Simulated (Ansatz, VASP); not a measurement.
**Two plane-wave programs on MgH2**

File POSCAR:

```
MgH2
1.0
    0.0000000000      2.3649613280      2.3649613280
    2.3649613280      0.0000000000      2.3649613280
    2.3649613280      2.3649613280      0.0000000000
Mg H
1 2
Direct
    0.0000000000      0.0000000000      0.0000000000
    0.2500000000      0.2500000000      0.2500000000
    0.7500000000      0.7500000000      0.7500000000
```

INCAR.step1

```
  PREC = Accurate
  ENCUT = 520
  EDIFF = 1E-5
  ISMEAR = -1
  SIGMA = 0.02
  LREAL = False
  LASPH = True
  NELM = 120
  ALGO = Normal
  ISIF = 2
  LWAVE = True
  GGA = PE
  NBANDS = 9
  GGA_COMPAT = False
```

File INCAR.step2:

```
  PREC = Accurate
  ENCUT = 520
  EDIFF = 1E-6
  ISMEAR = -1
  SIGMA = 0.02
  LREAL = False
  LASPH = True
  NELM = 120
  ALGO = Normal
  ISIF = 2
  LWAVE = False
  LCHARG = True
  GGA = PE
  LHFCALC = True
  HFSCREEN = 0.2079
  PRECFOCK = Normal
  LELF = True
  LVHAR = True
  ISTART = 1
  NBANDS = 9
  GGA_COMPAT = False
```

The input KPOINTS:

```
Automatic mesh
0
Gamma
  4 4 4
```

Input for Ansatz:

```yaml
crystal:
  lattice:
    - [0.0, 2.364961328, 2.364961328]
    - [2.364961328, 0.0, 2.364961328]
    - [2.364961328, 2.364961328, 0.0]
  atoms:
    - { symbol: Mg, position: [0.0, 0.0, 0.0] }
    - { symbol: H, position: [0.25, 0.25, 0.25] }
    - { symbol: H, position: [0.75, 0.75, 0.75] }
kpoints:
  mp_grid: { grid: [4, 4, 4] }
hamiltonian:
  xc: hse06
scf:
  occupations: { method: fermi_dirac, width: 0.02 }
  n_extra_bands: 4
  exx: { ecutfock_ratio: 1 }
output:
  forces: true
  stress: true
  eigenvalues: true
```

Alike in both runs: task single point; functional HSE06; k mesh 4 × 4 × 4; occupations fermi-dirac, width 0.02 eV; no spin polarisation.

|  | VASP | Ansatz |
| --- | --- | --- |
| version | VASP 6.6.1 | Ansatz 0.2.0 |
| potentials or method | VASP PAW PBE potentials, release 64 (Mg, H) | plane waves |
| plane-wave cutoff (eV) | 520 | 420 |
| valence electrons in the cell | 4 | 12 |

```tsv
	VASP	Ansatz	Ansatz less VASP
pressure (GPa)	-0.4	-0.1	+0.34
```

The functional is the same, so the differences come from potentials, cutoffs and numerics. VASP's potentials hold 4 valence electrons a cell and Ansatz's 12, so a difference there can come from the potentials and not from the codes. Ansatz's warnings: filled band counts differ across k points, stress exchange threshold loose, stress scf threshold loose.

The k mesh is coarse, so the values compare programs but aren't converged.
